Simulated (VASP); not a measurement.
TaN, 2 atoms in the cell. It takes space group Fmm2 (No. 42, orthorhombic). Conventional cell: a = 4.107 Å, b = 4.571 Å, c = 4.571 Å, α = 90.00°, β = 90.00°, γ = 90.00°. Within 2.7 Å of Ta (site symmetry mm2) lie 6 N at 2.06 to 2.39 Å. N (site symmetry mm2) has 6 Ta at 2.06 to 2.39 Å within 2.7 Å.  This cell differs from its parent crystal: atoms displaced along a vibrational mode, the cell strained.

- Program: VASP 6.6.1
- Task: single point
- Functional: PBE
- Potentials or basis: VASP PAW PBE potentials, release 64 (Ta_pv, N)
- Cutoff: 520 eV
- k mesh: 18 × 18 × 18
- Occupations: gaussian, width 0.15 eV
- Spin: no spin polarisation
- Dipole correction: no
- Further INCAR settings: ALGO = Normal; EDIFF = 1e-06; NBANDS = 15

Potentials or basis: VASP PAW PBE potentials, release 64 (Ta_pv, N).

Launch:

```sh
$ cat potpaw_PBE.64/Ta_pv/POTCAR potpaw_PBE.64/N/POTCAR > POTCAR
$ mpirun -np 1 vasp_std > vasp.out
```

Hardware: 1 thread of Intel(R) Xeon(R) 6975P-C (Granite Rapids), with other jobs on the host.

Task: Estimate the wall time of this run.

Result: Run time: 80 s on 1 thread of Intel(R) Xeon(R) 6975P-C (Granite Rapids) (shared host), peak memory 0.37 GiB. Counts: scf iterations 13, k points 865.
